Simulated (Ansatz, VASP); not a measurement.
**SnTe in VASP and in Ansatz**

```
Te Sn
1.0
     0.00000    3.58691    3.58691
     3.58691    0.00000    3.58691
     3.58691    3.58691    0.00000
Te Sn
1 1
Direct
  0.25000 0.25000 0.25000
  0.00000 0.00000 0.00000
```

Change from the starting cell: volume scaled by 0.98.

Alike in both runs: task single point; functional PBEsol; k mesh 7 × 7 × 7; occupations fermi-dirac, width 0.05 eV; no spin polarisation.

|  | VASP | Ansatz |
| --- | --- | --- |
| version | VASP 6.6.1 | Ansatz 0.2.0 |
| potentials or method | VASP PAW PBE potentials, release 64 (Te, Sn_d), cutoff 520 eV | all-electron LAPW, scalar-relativistic |

|  | VASP | Ansatz | Ansatz less VASP |
| --- | --- | --- | --- |
| gap on the k mesh at the Fermi level (eV) | 0.24 | 0.24 | +0.003 |
| least direct gap on the mesh (eV) | 0.77 | 0.77 | +0.002 |
| pressure (GPa) | -1.0 | -0.9 | +0.02 |

VASP's potentials were made for PBE, not for PBEsol. Ansatz ran all-electron here, and VASP with PAW potentials.

Neither program's run includes spin-orbit coupling.
